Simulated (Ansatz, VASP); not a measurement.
## Two plane-wave programs on Si3N2

```
CELL_PARAMETERS angstrom
3.59542 0.00000 0.00000
0.00000 3.59542 0.00000
0.00000 0.00000 4.68398
ATOMIC_POSITIONS crystal
Si 0.50000 0.00000 0.15478
Si 0.00000 0.50000 0.15478
Si 0.50000 0.50000 0.68109
N 0.50000 0.00000 0.76833
N 0.00000 0.50000 0.76833
```

Alike in both runs: functional PBE; k mesh 10 × 10 × 8; occupations gaussian, width 0.1 eV; no spin polarisation.

Ansatz relaxed the structure, and its values are those at the end. VASP's run is a single point on that final structure, the one shown.

```csv
,VASP,Ansatz
version,VASP 6.6.1,Ansatz 0.2.0
potentials or method,"VASP PAW PBE potentials, release 64 (Si, N), cutoff 520 eV","scalar-relativistic, plane waves, PAW"
valence electrons in the cell,22,22
```

```csv
,VASP,Ansatz,Ansatz less VASP
gap on the k mesh at the Fermi level (eV),none,none,-
pressure (GPa),-0.1,0.0,+0.07
rms of the force components (eV/Å),0.004,0.000,-0.0040
```

A gap of «none» marks a metal or a gap that the smearing closes.
